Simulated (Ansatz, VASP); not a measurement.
**C: VASP beside Ansatz**

```
C
1.0
     2.46488    0.00000    0.00000
    -1.23244    2.13465    0.00000
     0.00000    0.00000   20.60609
C
12
Direct
  0.63117 0.29783 0.95199
  0.66667 0.33333 0.45201
  0.66667 0.33333 0.77932
  0.66667 0.33333 0.27934
  0.00000 0.00000 0.61567
  0.33333 0.66667 0.27932
  0.00000 0.00000 0.11567
  0.66667 0.33333 0.61567
  0.33333 0.66667 0.77934
  0.33333 0.66667 0.11567
  0.33333 0.66667 0.45199
  0.33333 0.66667 0.95201
```

Alike in both runs: task single point; functional PBE; dispersion D3(BJ); k mesh 18 × 18 × 2; occupations gaussian, width 0.15 eV; no spin polarisation.

|  | VASP | Ansatz |
| --- | --- | --- |
| version | VASP 6.6.1 | Ansatz 0.2.0 |
| potentials or method | VASP PAW PBE potentials, release 64 (C), cutoff 520 eV | scalar-relativistic, plane waves, PAW |
| valence electrons in the cell | 48 | 48 |

|  | VASP | Ansatz | Ansatz less VASP |
| --- | --- | --- | --- |
| gap on the k mesh at the Fermi level (eV) | none | none | - |
| pressure (GPa) | 1.0 | 0.6 | -0.43 |
| traceless stress, the component that is largest in VASP (GPa) | 1.99 | 1.72 | -0.271 |
| rms of the force components (eV/Å) | 1.120 | 1.119 | -0.0011 |

Atom by atom the forces differ by 0.001 eV/Å (rms over components). A gap of «none» marks a metal or a gap that the smearing closes.
